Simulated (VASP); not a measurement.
Here is a VASP 6.6.1 calculation.

The input INCAR:

```
SYSTEM = KBr
ALGO = Normal
EDIFF = 1E-7
ENCUT = 520
ISIF = 2
ISMEAR = 0
LASPH = .True.
LCHARG = .True.
LELF = .True.
LREAL = .False.
LVHAR = .True.
LWAVE = .False.
NBANDS = 15
NELM = 60
PREC = Accurate
SIGMA = 0.02
```

The input KPOINTS:

```
k-points
0
Gamma
  6 6 6
  0 0 0
```

File POSCAR:

```
KBr
1.0
    0.0000000000      3.1856269851      3.1856269851
    3.1856269851      0.0000000000      3.1856269851
    3.1856269851      3.1856269851      0.0000000000
K Br
1 1
Direct
    0.0000000000      0.0000000000      0.0000000000
    0.5000000000      0.5000000000      0.5000000000
```

Potentials or basis: VASP PAW LDA potentials, release 64 (K_sv, Br).

The run is started by

```bash
$ cat potpaw_LDA.64/K_sv/POTCAR potpaw_LDA.64/Br/POTCAR > POTCAR
$ mpirun -np 1 vasp_std > vasp.out
```

What does it give for the pressure?

0.1 GPa.

What does it give for the band gap on the k mesh?

4.33 eV, direct.
